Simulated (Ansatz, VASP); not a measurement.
**Two plane-wave programs on In3Se**

INCAR

```
SYSTEM = In3Se
ALGO = Normal
EDIFF = 1E-6
ENCUT = 520
GGA = PS
ISIF = 2
ISMEAR = 0
IVDW = 12
LASPH = .True.
LCHARG = .False.
LREAL = .False.
LWAVE = .False.
NBANDS = 30
NELM = 100
PREC = Accurate
SIGMA = 0.15
```

Contents of KPOINTS:

```
k-points
0
Gamma
  12 12 12
  0 0 0
```

POSCAR

```
In3Se
1.0
    4.5878535042      0.0000000000      0.0000000000
    0.0000000000      4.5878535042      0.0000000000
    0.0000000000      0.0000000000      4.5878535042
In Se
3 1
Direct
    0.0000000000      0.5000000000      0.5000000000
    0.5000000000      0.0000000000      0.5000000000
    0.5000000000      0.5000000000      0.0000000000
    0.0000000000      0.0000000000      0.0000000000
```

Input for Ansatz:

```yaml
crystal:
  lattice:
    - [4.5878535042, 0.0, 0.0]
    - [0.0, 4.5878535042, 0.0]
    - [0.0, 0.0, 4.5878535042]
  atoms:
    - { symbol: In, position: [0.0, 0.5, 0.5] }
    - { symbol: In, position: [0.5, 0.0, 0.5] }
    - { symbol: In, position: [0.5, 0.5, 0.0] }
    - { symbol: Se, position: [0.0, 0.0, 0.0] }
basis:
  ecutwfc: 420
kpoints:
  mp_grid: { grid: [12, 12, 12] }
hamiltonian:
  xc: pbesol
  dispersion: d3bj
scf:
  occupations: { method: gaussian, width: 0.15 }
output:
  forces: true
  stress: true
  eigenvalues: true
  write_density: true
  write_potential: true
  elf: true
  volumetric_format: npy
```

Alike in both runs: task single point; functional PBEsol; dispersion D3(BJ); k mesh 12 × 12 × 12; occupations gaussian, width 0.15 eV; no spin polarisation.

```csv
,VASP,Ansatz
version,VASP 6.6.1,Ansatz 0.2.0
potentials or method,"VASP PAW PBE potentials, release 64 (In_d, Se), cutoff 520 eV","scalar-relativistic, plane waves, PAW"
valence electrons in the cell,45,55
```

|  | VASP | Ansatz | Ansatz less VASP |
| --- | --- | --- | --- |
| gap on the k mesh at the Fermi level (eV) | none | none | - |
| pressure (GPa) | 0.0 | 0.0 | +0.01 |

VASP's potentials were made for PBE, not for PBEsol. A gap of «none» marks a metal or a gap that the smearing closes. VASP's potentials hold 45 valence electrons a cell and Ansatz's 55, so a difference there can come from the potentials and not from the codes.
